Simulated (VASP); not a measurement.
**BAs: single point with PBE**

The system is BAs.

```xyz
2
Lattice="0.0000 2.5215 2.1432 2.5215 0.0000 2.1432 2.5215 2.5215 0.0000" Properties=species:S:1:pos:R:3 pbc="T T T"
B     0.0000    0.0000    0.0000
As    3.7822    3.7822    3.2149
```

This cell differs from its parent crystal: ratio of the length along z to the lengths across it x 0.85, volume and fractional coordinates fixed.

- Program: VASP 6.6.1
- Task: single point
- Functional: PBE
- Potentials or basis: VASP PAW PBE potentials, release 64 (B, As)
- Cutoff: 520 eV
- k mesh: 12 × 12 × 12
- Occupations: gaussian, width 0.05 eV
- Spin: no spin polarisation
- Dipole correction: no
- Further INCAR settings: ALGO = Normal; EDIFF = 1e-06; NBANDS = 11

```
Pressure               : 2.8 GPa
Band gap on the k mesh : zero (band 4 reaches 7.02 eV, above the bottom of band 5 at 5.98 eV)
```

Stress tensor (GPa, compression positive):
```
-5.12  0.00  0.00
 0.00 -5.12  0.00
 0.00  0.00 18.65
```

Levels at points of the mesh, in eV from the Fermi level:
```csv
k point,band 2,band 3,band 4,band 5,band 6,band 7
"(0.00, 0.00, 0.00)",-0.64,-0.64,0.68,2.54,3.61,3.61
"(0.50, 0.00, 0.00)",-8.94,-2.84,-1.22,1.63,3.93,6.04
"(0.50, 0.50, 0.00)",-7.77,-5.20,-5.20,0.03,0.08,11.13
"(0.50, 0.00, 0.50)",-9.13,-3.74,-3.51,1.99,2.00,9.44
```

Wall time 36 s on 1 thread of Intel Xeon 6975P-C, with other jobs on the host, peak memory 0.2 GiB.
